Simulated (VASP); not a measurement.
Here is a VASP 6.6.1 calculation.

File INCAR:

```
SYSTEM = Mg12H
PREC = Accurate
ENCUT = 520
EDIFF = 1E-6
ISMEAR = 0
SIGMA = 0.05
LREAL = .FALSE.
LASPH = .TRUE.
NELM = 80
ALGO = Normal
ISIF = 2
LWAVE = .FALSE.
LCHARG = .FALSE.
GGA = PE
NBANDS = 24
```

File KPOINTS:

```
Automatic mesh
0
G
  3 2 3
  0 0 0
```

The input POSCAR:

```
Mg12H
1.0
    6.4200000000      0.0000000000      0.0000000000
   -4.8150000000      8.3398250000      0.0000000000
    0.0000000000      0.0000000000      5.2130400000
Mg H
12 1
Direct
   -0.0023414037     -0.0024086836     -0.0039002194
    0.1677510645      0.2250761857      0.5068514725
    0.0029791925      0.3352962442      0.0029995933
    0.1677307834      0.5548001307      0.5006009929
    0.0036373468      0.6689654759      0.0027598100
    0.1681613295      0.8882387820      0.5025265488
    0.5001287682     -0.0028179248     -0.0062420392
    0.6680653128      0.2242700536      0.5053467842
    0.5013443136      0.3371317743     -0.0018027869
    0.6661687658      0.5564198290      0.4951203137
    0.4973778676      0.6656157653     -0.0015739377
    0.6641726806      0.8864977383      0.4963276706
    0.3315487528      0.1115445468      0.3463071452
```

Potentials or basis: VASP PAW PBE potentials, release 64 (Mg, H).

Launch:

```bash
$ cat potpaw_PBE.64/Mg/POTCAR potpaw_PBE.64/H/POTCAR > POTCAR
$ mpirun -np 1 vasp_std > vasp.out
```

(1) What does it give for the largest force?

(2) Predict the band gap on the k mesh.

(3) What does it give for the pressure?

Results:

(1) 0.178 eV/Å.

(2) zero (an odd number of electrons rules out a gap without spin polarisation).

(3) -0.3 GPa.

Caveat: the k points lie up to 0.40 Å⁻¹ apart, too coarse for converged energies and pressures of a metal.
